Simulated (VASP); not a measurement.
# AlNi in VASP: notebook

The runs below take AlNi through single point, with PBE, LDA.

Everything below comes from runs of VASP 6.6.1. Logs are shortened: lines on timing, memory, paths and dates and some standing lists are left out, and cuts for length are marked.

## (1) The cell of the first run

The typed cell holds 2 atoms: a = 2.826 Å, b = 2.826 Å, c = 3.037 Å, α = 90.00°, β = 90.00°, γ = 90.02°.

## (2) Single point, PBE, collinear spin, ferromagnetic start

INCAR reads:

```
PREC     = Accurate       # precision mode
ENCUT    = 520            # plane-wave cutoff, eV
EDIFF    = 1E-6           # SCF threshold, eV
ISMEAR   = 0              # smearing method
SIGMA    = 0.1            # smearing width, eV
LREAL    = F              # projectors in reciprocal space
LASPH    = T              # aspherical terms in the spheres
NELM     = 150            # most SCF steps
ALGO     = Fast           # electronic algorithm
ISIF     = 2              # what is computed and relaxed
LWAVE    = F              # write WAVECAR
LCHARG   = F              # write CHGCAR
ISPIN    = 2              # spin polarisation
MAGMOM   = 0 2            # initial moments
LORBIT   = 11             # projections on sites
LMAXMIX  = 4              # l up to which the mixer works
GGA      = PE             # functional
NBANDS   = 18             # bands
```

KPOINTS reads:

```
Automatic mesh
0
Gamma
  6 6 6
```

POSCAR reads:

```
AlNi
1.0
    1.9979503818     -1.9985502384      0.0000000000
    1.9979503818      1.9985502384      0.0000000000
    0.0000000000      0.0000000000      3.0366569888
Al Ni
1 1
Direct
    0.0000000000      0.0000000000      0.0000000000
    0.5000000000      0.5000000000      0.5000000000
```

Potentials or basis: VASP PAW PBE potentials, release 64 (Al, Ni).

The run is started by

```bash
$ cat potpaw_PBE.64/Al/POTCAR potpaw_PBE.64/Ni/POTCAR > POTCAR
$ mpirun -np 1 vasp_std > vasp.out
```

OUTCAR:

```text
PREC = Accurate
   ENCUT = 520
   EDIFF = 1E-6
   ISMEAR = 0
   LREAL = F
   LASPH = T
   NELM = 150
   ISIF = 2
   ISPIN = 2
   LORBIT = 11
   GGA = PE

 ion  position               nearest neighbor table
   1  0.000  0.000  0.000-   2 2.51   2 2.51   2 2.51   2 2.51   2 2.51   2 2.51   2 2.51   2 2.51

   2  0.500  0.500  0.500-   1 2.51   1 2.51   1 2.51   1 2.51   1 2.51   1 2.51   1 2.51   1 2.51

  LATTYP: Found a base centered orthorhombic cell.
 ALAT       =     3.9959007636
 B/A-ratio  =     1.0003002360
 C/A-ratio  =     0.7599430437

  Lattice vectors:

 A1 = (   1.9979503818,  -1.9985502384,   0.0000000000)
 A2 = (   1.9979503818,   1.9985502384,   0.0000000000)
 A3 = (   0.0000000000,   0.0000000000,   3.0366569888)

Analysis of symmetry for initial positions (statically):
=====================================================================
 Subroutine PRICEL returns:
 Original cell was already a primitive cell.

 Routine SETGRP: Setting up the symmetry group for a
 base centered orthorhombic supercell.

 Subroutine GETGRP returns: Found  8 space group operations
 (whereof  8 operations were pure point group operations)
 out of a pool of  8 trial point group operations.

The static configuration has the point symmetry D_2h.

Analysis of symmetry for dynamics (positions and initial velocities):
=====================================================================
 Subroutine PRICEL returns:
 Original cell was already a primitive cell.

 Routine SETGRP: Setting up the symmetry group for a
 base centered orthorhombic supercell.

 Subroutine GETGRP returns: Found  8 space group operations
 (whereof  8 operations were pure point group operations)
 out of a pool of  8 trial point group operations.

The dynamic configuration has the point symmetry D_2h.

Analysis of structural, dynamic, and magnetic symmetry:
=====================================================================
 Subroutine PRICEL returns:
 Original cell was already a primitive cell.

 Routine SETGRP: Setting up the symmetry group for a
 base centered orthorhombic supercell.

 Subroutine GETGRP returns: Found  8 space group operations
 (whereof  8 operations were pure point group operations)
 out of a pool of  8 trial point group operations.

The overall configuration has the point symmetry D_2h.

 Subroutine INISYM returns: Found  8 space group operations
 (whereof  8 operations are pure point group operations),
 and found     1 'primitive' translations

[... 119 lines left out ...]
   GGA     = PE    functional components
   LHFCALC =     F    Hartree Fock is set to
   AEXX    =    0.0000 exact exchange contribution
   IVDW    =     0    specifies the selected vdW correction
   LEPSILON=     F    determine dielectric tensor
   LRPA    =     F    only Hartree local field effects (RPA)
 spin polarized calculation
 RMM-DIIS sequential band-by-band and
 Gauss-broadening in eV      SIGMA  =   0.10
  energy-cutoff  :      520.00
  volume of cell :       24.25
 maximum number of plane-waves:       672
 NGX is ok and might be reduce to    24

 number of electron      12.9999994 magnetization       0.0004601

 number of electron      12.9999994 magnetization      -0.0003969

 Free energy of the ion-electron system (eV)
  ---------------------------------------------------
  ext. energy  EPLUGINS =         0.00000000
  ---------------------------------------------------
  free energy    TOTEN  =       -10.51750667 eV

  energy without entropy =      -10.51469437  energy(sigma->0) =      -10.51610052

 E-fermi :   9.9589     XC(G=0): -11.9812

 val. band max:        9.9157918575   @ k =   0.3333  -0.0000   0.0000
 cond. band min:       9.9845151944   @ k =   0.3333   0.3333   0.0000
 fundamental gap:      0.0687233369
 Fermi energy:         9.9589117585

 spin component 1

 k-point     1 :       0.0000    0.0000    0.0000
  band No.  band energies     occupation
      1      -1.1983      1.00000
      2       6.6433      1.00000
      3       6.6839      1.00000
      4       8.2812      1.00000
      5       8.2819      1.00000
      6       8.4303      1.00000
[... 493 lines left out ...]
     17      34.1197      0.00000
     18      36.6549      0.00000

 [... further k-points ...]

 spin component 2

 k-point     1 :       0.0000    0.0000    0.0000
  band No.  band energies     occupation
      1      -1.1985      1.00000
      2       6.6434      1.00000
      3       6.6836      1.00000
      4       8.2811      1.00000
      5       8.2818      1.00000
      6       8.4302      1.00000
[... 493 lines left out ...]
     17      34.1196      0.00000
     18      36.6564      0.00000

 [... further k-points ...]

------------------------ aborting loop because EDIFF is reached ----------------------------------------

  FORCE on cell =-STRESS in cart. coord.  units (eV):
  Direction    XX          YY          ZZ          XY          YZ          ZX
  --------------------------------------------------------------------------------------
  -------------------------------------------------------------------------------------
  Total        0.0072897     -0.0032265     -0.0173602      0.0000000      0.0000000      0.0000000
  in kB        0.4816110     -0.2131679     -1.1469379      0.0000000      0.0000000      0.0000000
  external PRESSURE =      -0.2928316 kB  Pullay stress =       0.0000000 kB

 VOLUME and BASIS-vectors are now :
 -----------------------------------------------------------------------------
  energy-cutoff  :      520.00
  volume of cell :       24.25
      direct lattice vectors                 reciprocal lattice vectors
     1.997950382 -1.998550238  0.000000000     0.250256465 -0.250181352  0.000000000
     1.997950382  1.998550238  0.000000000     0.250256465  0.250181352  0.000000000
     0.000000000  0.000000000  3.036656989     0.000000000  0.000000000  0.329309502

 POSITION                                       TOTAL-FORCE (eV/Angst)
 -----------------------------------------------------------------------------------
      0.00000      0.00000      0.00000         0.000000      0.000000      0.000000
      1.99795      0.00000      1.51833         0.000000      0.000000      0.000000
 -----------------------------------------------------------------------------------
    total drift:                                0.000000     -0.000000     -0.000000

  FREE ENERGIE OF THE ION-ELECTRON SYSTEM (eV)
  ---------------------------------------------------
  free  energy   TOTEN  =       -10.5175066702 eV

  energy  without entropy=      -10.5146943729  energy(sigma->0) =      -10.51610052

 total charge

# of ion       s       p       d       tot
------------------------------------------
    1        0.385   0.407   0.000   0.792
    2        0.472   0.505   8.463   9.439
--------------------------------------------------
tot          0.857   0.912   8.463  10.232

 magnetization (x)

# of ion       s       p       d       tot
------------------------------------------
    1       -0.000  -0.000   0.000  -0.000
    2       -0.000  -0.000  -0.000  -0.000
--------------------------------------------------
tot         -0.000  -0.000  -0.000  -0.000
```

stdout:

```text
POSCAR found type information on POSCAR AlNi
 POSCAR found :  2 types and       2 ions
 scaLAPACK will be used
 LDA part: xc-table for (Slater+PW92), standard interpolation
 POSCAR, INCAR and KPOINTS ok, starting setup
 FFT: planning ... GRIDC
 FFT: planning ... GRID_SOFT
 FFT: planning ... GRID
 WAVECAR not read
 entering main loop
```

It took 73 s on 1 thread of AMD EPYC 7R13, shared host; peak memory 0.17 GiB.

What came out:

```
Free energy                                           : -10.5175 eV
Pressure                                              : 0.0 GPa
Net moment                                            : 0.00 μB per cell
Valence electrons inside the program's atomic spheres : Al 0.79; Ni 9.44
```

Caveat: the k points lie up to 0.37 Å⁻¹ apart; the moments typed at the start vanished in this run.

## (3) Single point, PBE

This run uses another cell than the first one: it holds 4 atoms, not 2.

INCAR reads:

```
ALGO     = Fast           # electronic algorithm
EDIFF    = 1E-6           # SCF threshold, eV
ENCUT    = 520            # plane-wave cutoff, eV
GGA      = PE             # functional
ISIF     = 2              # what is computed and relaxed
ISMEAR   = 0              # smearing method
LASPH    = T              # aspherical terms in the spheres
LCHARG   = T              # write CHGCAR
LELF     = T              # ELF
LREAL    = F              # projectors in reciprocal space
LVHAR    = T            
LWAVE    = F              # write WAVECAR
NBANDS   = 21             # bands
NELM     = 60             # most SCF steps
PREC     = Accurate       # precision mode
SIGMA    = 0.2            # smearing width, eV
```

KPOINTS reads:

```
k-points
0
Gamma
  8 8 4
```

POSCAR reads:

```
AlNi
1.0
    0.0000000000      0.0000000000     -2.8900989120
    0.0000000000     -2.8943154884      0.0000000000
   -5.7886309769      0.0000000000      0.0000000000
Al Ni
2 2
Direct
    0.0000000000      0.0000000000      1.0000000000
    0.0000000000      0.0000000000      0.5000000000
    0.5000000000      0.5000000000      0.7500000000
    0.5000000000      0.5000000000      0.2500000000
```

Potentials or basis: VASP PAW PBE potentials, release 64 (Al, Ni).

The run is started by

```bash
$ cat potpaw_PBE.64/Al/POTCAR potpaw_PBE.64/Ni/POTCAR > POTCAR
$ mpirun -np 1 vasp_std > vasp.out
```

It took 2.1 min on 1 thread of AMD EPYC 7R13, shared host; peak memory 0.21 GiB.

Results (log left out):

| Quantity | Value |
| --- | --- |
| Free energy | -21.0912 eV |
| Pressure | 0.2 GPa |
| Band gap on the k mesh | zero (bands 13 and 14 overlap by 2.93 eV) |

Levels at points of the mesh, in eV from the Fermi level:
```csv
k point,band 11,band 12,band 13,band 14,band 15,band 16
"(0.00, 0.00, 0.00)",-1.45,-1.37,-0.58,5.50,5.50,5.55
"(0.50, 0.00, 0.00)",-1.98,-1.37,-0.94,-0.57,1.53,2.48
"(0.00, 0.50, 0.00)",-1.97,-1.37,-0.94,-0.58,1.52,2.47
"(0.50, 0.50, 0.00)",-0.91,-0.91,1.53,2.08,2.08,2.08
"(0.00, 0.00, 0.50)",-1.41,-1.41,0.87,0.87,6.90,6.90
"(0.50, 0.00, 0.50)",-1.69,-1.69,-0.61,-0.61,4.78,4.78
"(0.00, 0.50, 0.50)",-1.68,-1.68,-0.62,-0.62,4.77,4.77
"(0.50, 0.50, 0.50)",-0.27,-0.27,-0.26,-0.26,1.69,1.69
```

Spin polarisation is off, so any magnetic state and its effect on volume and gap are missing.

## (4) Single point, PBE

This run uses another cell than the first one: it holds 4 atoms, not 2.

INCAR reads:

```
SYSTEM = AlNi
  PREC = Accurate
  ENCUT = 520
  EDIFF = 1E-6
  ISMEAR = 0
  SIGMA = 0.2
  LREAL = .False.
  LASPH = .True.
  NELM = 100
  ALGO = Fast
  ISIF = 2
  LWAVE = .False.
  LCHARG = .True.
  GGA = PE
  LELF = .True.
  LVHAR = .True.
  NBANDS = 21
```

KPOINTS reads:

```
Automatic mesh
0
Gamma
  8 8 4
  0 0 0
```

POSCAR reads:

```
AlNi
1.0
    0.0005557780      0.0004969765     -2.8958656276
   -0.0012320771     -2.9007362756      0.0004854217
   -5.7737654783     -0.0026629261      0.0015491330
Al Ni
2 2
Direct
    0.0000146198     -0.0000664511      1.0000011923
   -0.0000508723      0.0001115300      0.5000129620
    0.4999482574      0.4999828730      0.7499565692
    0.5000879951      0.4999720481      0.2500292765
```

The run is started by

```bash
$ cat potpaw_PBE.64/Al/POTCAR potpaw_PBE.64/Ni/POTCAR > POTCAR
$ mpirun -np 1 vasp_std > vasp.out
```

Wall time 4.2 min (1 thread of AMD EPYC 7R13, shared host); peak memory 0.25 GiB.

It converged, with:

| Quantity | Value |
| --- | --- |
| Free energy | -21.0911 eV |
| Pressure | -0.6 GPa |
| Band gap on the k mesh | zero (bands 13 and 14 overlap by 2.92 eV) |

Forces in eV/Å, atoms in the order of the input:
```
Al   0.000 -0.001  0.000
Al   0.001  0.002 -0.001
Ni  -0.002 -0.001 -0.001
Ni   0.001 -0.001  0.002
```

Stress tensor (GPa, compression positive):
```
-0.49 -0.10  0.05
-0.10 -0.73  0.04
 0.05  0.04 -0.65
```

Levels at points of the mesh, in eV from the Fermi level:
| k point | band 10 | band 11 | band 12 | band 13 | band 14 | band 15 | band 16 | band 17 |
| --- | --- | --- | --- | --- | --- | --- | --- | --- |
| (0.00, 0.00, 0.00) | -1.45 | -1.45 | -1.37 | -0.56 | 5.43 | 5.49 | 5.60 | 8.13 |
| (0.50, 0.00, 0.00) | -1.98 | -1.98 | -1.36 | -0.93 | -0.58 | 1.54 | 2.48 | 8.33 |
| (0.00, 0.50, 0.00) | -1.98 | -1.97 | -1.36 | -0.93 | -0.59 | 1.53 | 2.47 | 8.33 |
| (0.50, 0.50, 0.00) | -0.94 | -0.91 | -0.90 | 1.50 | 2.07 | 2.08 | 2.09 | 2.44 |
| (0.00, 0.00, 0.50) | -1.82 | -1.41 | -1.41 | 0.91 | 0.91 | 6.84 | 6.84 | 6.89 |
| (0.50, 0.00, 0.50) | -2.07 | -1.69 | -1.69 | -0.62 | -0.62 | 4.81 | 4.81 | 4.93 |
| (0.00, 0.50, 0.50) | -2.06 | -1.68 | -1.68 | -0.63 | -0.63 | 4.79 | 4.79 | 4.93 |
| (0.50, 0.50, 0.50) | -0.92 | -0.27 | -0.27 | -0.26 | -0.26 | 1.66 | 1.66 | 2.68 |

(Continued in part 2 of 2.)

The gap in the log of VASP goes by the Fermi energy; the results here count the filled bands.